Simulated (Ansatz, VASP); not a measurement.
## Two plane-wave programs on ZrIn2Se3

```
CELL_PARAMETERS angstrom
3.74351 0.00000 0.00000
0.00000 3.74351 0.00000
0.00000 0.00000 12.51382
ATOMIC_POSITIONS crystal
Zr 0.50000 0.50000 0.50000
In 0.50000 0.50000 0.84736
In 0.50000 0.50000 0.15264
Se 0.00000 0.00000 0.00000
Se 0.00000 0.00000 0.71455
Se 0.00000 0.00000 0.28545
```

Change from the starting cell: species swapped into the MgSc3Ru2 type (P4/mmm, No. 123).

Alike in both runs: task single point; functional PBE; k mesh 4 × 4 × 2; occupations gaussian, width 0.1 eV; no spin polarisation.

|  | VASP | Ansatz |
| --- | --- | --- |
| version | VASP 6.6.1 | Ansatz 0.2.0 |
| potentials or method | VASP PAW PBE potentials, release 64 (Zr_sv, In_d, Se), cutoff 520 eV | scalar-relativistic, plane waves, PAW |
| valence electrons in the cell | 56 | 86 |

Ansatz gave:

- gap on the k mesh at the Fermi level (eV): none
- pressure (GPa): -7.4
- traceless stress, the component that is largest in VASP (GPa): -3.42
- rms of the force components (eV/Å): 0.497

Task: Which values does VASP return?

Result: gap on the k mesh at the Fermi level (eV): none; pressure (GPa): -7.4; traceless stress, the component that is largest in VASP (GPa): -3.43; rms of the force components (eV/Å): 0.497.

Atom by atom the forces differ by 0.001 eV/Å (rms over components). A gap of «none» marks a metal or a gap that the smearing closes. VASP's potentials hold 56 valence electrons a cell and Ansatz's 86, so a difference there can come from the potentials and not from the codes.

The k mesh is coarse, so the values compare programs but aren't converged.
